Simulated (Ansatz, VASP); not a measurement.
Two plane-wave programs on Se

```
Se
1.0
     0.00000    2.81084    2.81084
     2.81084    0.00000    2.81084
     2.81084    2.81084    0.00000
Se
2
Direct
  0.87500 0.87500 0.87500
  0.12500 0.12500 0.12500
```

Change from the starting cell: volume scaled by 0.7, PAW files.

Alike in both runs: task single point; functional PBE; k mesh 11 × 11 × 11; occupations fermi-dirac, width 0.1 eV; no spin polarisation.

```csv
,VASP,Ansatz
version,VASP 6.6.1,Ansatz 0.2.0
potentials or method,"VASP PAW PBE potentials, release 64 (Se)","PAW with Ansatz's default frozen-core files, scalar-relativistic"
plane-wave cutoff (eV),520,420
valence electrons in the cell,12,32
```

VASP gave:

| Quantity | Value |
| --- | --- |
| pressure (GPa) | 28.5 |

Task: Which values does Ansatz return?

Result: Pressure (GPa): 28.3.

Both programs put the cell under a high pressure, so it lies far from rest at this level. VASP's potentials hold 12 valence electrons a cell and Ansatz's 32, so a difference there can come from the potentials and not from the codes.
